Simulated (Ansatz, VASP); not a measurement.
This is a calculation of MoS2 for Ansatz 0.2.0.

Contents of input.yaml:

```yaml
crystal:
  lattice:
    - [3.1840155185, 0.0, 0.0]
    - [-1.5920077592, 2.757438325, 0.0]
    - [0.0, 0.0, 28.3873198]
  atoms:
    - { symbol: Mo, position: [0.3333333333, 0.6666666667, 0.22816477] }
    - { symbol: Mo, position: [0.3333333333, 0.6666666667, 0.77183523] }
    - { symbol: Mo, position: [0.6666666667, 0.3333333333, 0.0] }
    - { symbol: S, position: [0.6666666667, 0.3333333333, 0.17349309] }
    - { symbol: S, position: [0.6666666667, 0.3333333333, 0.71718751] }
    - { symbol: S, position: [0.3333333333, 0.6666666667, 0.94533412] }
    - { symbol: S, position: [0.6666666667, 0.3333333333, 0.28281249] }
    - { symbol: S, position: [0.6666666667, 0.3333333333, 0.82650691] }
    - { symbol: S, position: [0.3333333333, 0.6666666667, 0.05466588] }
hamiltonian:
  xc: pbe
  pseudopotentials: { kind: paw }
kpoints:
  mp_grid: { grid: [10, 10, 1] }
scf:
  occupations: { method: gaussian, width: 0.015 }
output:
  forces: true
  stress: true
  eigenvalues: true
```

Potentials or basis: Ansatz PAW.

Launch:

```console
$ ansatz run input.yaml --threads 4 --pin off --max-ram 11264MiB --backend cpu --events-out ev --progress --plain --runs-dir out
```

Set up the same calculation for VASP 6.6.1. Potentials there: VASP PAW PBE potentials, release 64 (Mo_sv, S).

As run (the cutoff follows the program's own potentials):

File INCAR:

```
ALGO = Normal ; EDIFF = 1E-6
ENCUT = 520 ; GGA = PE
ISIF = 2 ; ISMEAR = 0
LASPH = True ; LCHARG = True
LELF = True ; LREAL = False
LVHAR = True ; LWAVE = False
NBANDS = 49 ; NELM = 80
PREC = Accurate ; SIGMA = 0.015
```

File KPOINTS:

```
k-points
0
Gamma
  10 10 1
```

Contents of POSCAR:

```
MoS2
1.0
    3.1840155185      0.0000000000      0.0000000000
   -1.5920077592      2.7574383250      0.0000000000
    0.0000000000      0.0000000000     28.3873198000
Mo S
3 6
Direct
    0.3333333333      0.6666666667      0.2281647700
    0.3333333333      0.6666666667      0.7718352300
    0.6666666667      0.3333333333      0.0000000000
    0.6666666667      0.3333333333      0.1734930900
    0.6666666667      0.3333333333      0.7171875100
    0.3333333333      0.6666666667      0.9453341200
    0.6666666667      0.3333333333      0.2828124900
    0.6666666667      0.3333333333      0.8265069100
    0.3333333333      0.6666666667      0.0546658800
```

Potentials or basis: VASP PAW PBE potentials, release 64 (Mo_sv, S).

Launch:

```bash
$ cat potpaw_PBE.64/Mo_sv/POTCAR potpaw_PBE.64/S/POTCAR > POTCAR
$ mpirun -np 1 vasp_std > vasp.out
```

Both were run:

|  | VASP | Ansatz | Ansatz less VASP |
| --- | --- | --- | --- |
| gap on the k mesh at the Fermi level (eV) | 1.32 | 1.30 | -0.015 |
| least direct gap on the mesh (eV) | 1.88 | 1.88 | -0.004 |
| rms of the force components (eV/Å) | 0.082 | 0.088 | +0.0060 |

Atom by atom the forces differ by 0.006 eV/Å (rms over components). With one functional, cell and mesh, what is left measures potentials, basis and numerics.
